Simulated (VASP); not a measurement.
Wanted: the native input for a VASP 6.6.1 run.

```yaml
Task: single point
Functional: PBE
Dispersion: D3(BJ)
Potentials_or_basis: VASP PAW PBE potentials, release 64 (W_sv, S)
Cutoff: 520 eV
k_mesh: 12 × 12 × 4
Occupations: gaussian, width 0.02 eV
Spin: no spin polarisation
Dipole_correction: no
Further_INCAR_settings: ALGO = Normal; EDIFF = 1e-06; NBANDS = 35
```

The structure of WS2 (base) lies in POSCAR:

```
WS2
1.0
    3.1540933700      0.0000000000      0.0000000000
   -1.5770466850      2.7315249843      0.0000000000
    0.0000000000      0.0000000000     12.1409106140
W S
2 4
Direct
    0.3333333333      0.6666666667      0.2500000000
    0.6666666667      0.3333333333      0.7500000000
    0.3333333333      0.6666666667      0.6202954485
    0.6666666667      0.3333333333      0.1202954485
    0.3333333333      0.6666666667      0.8797045515
    0.6666666667      0.3333333333      0.3797045515
```

One way to write it, as run:

INCAR

```
SYSTEM = WS2
PREC     = Accurate       ! precision mode
ENCUT    = 520            ! plane-wave cutoff, eV
EDIFF    = 1E-6           ! SCF threshold, eV
ISMEAR   = 0              ! smearing method
SIGMA    = 0.02           ! smearing width, eV
LREAL    = .False.        ! projectors in reciprocal space
LASPH    = .True.         ! aspherical terms in the spheres
NELM     = 80             ! most SCF steps
ALGO     = Normal         ! electronic algorithm
ISIF     = 2              ! what is computed and relaxed
LWAVE    = .False.        ! write WAVECAR
LCHARG   = .False.        ! write CHGCAR
GGA      = PE             ! functional
IVDW     = 12             ! dispersion correction
NBANDS   = 35             ! bands
```

KPOINTS

```
regular mesh
0
Gamma
  12 12 4
  0 0 0
```

Potentials or basis: VASP PAW PBE potentials, release 64 (W_sv, S).

Launch:

```bash
$ cat potpaw_PBE.64/W_sv/POTCAR potpaw_PBE.64/S/POTCAR > POTCAR
$ mpirun -np 1 vasp_std > vasp.out
```

Results of the run:

The pressure is 0.0 GPa and the band gap on the k mesh is 0.91 eV, indirect (least direct gap 1.83 eV). The dispersion energy per atom is -0.435 eV.

Caveat: spin-orbit coupling is left out, which moves the levels of the heavy elements.

Wall time 2.7 min on 1 thread of Intel(R) Xeon(R) Platinum 8259CL CPU @ 2.50GHz (Skylake/Cascade Lake), on a shared host, peak memory 0.33 GiB.
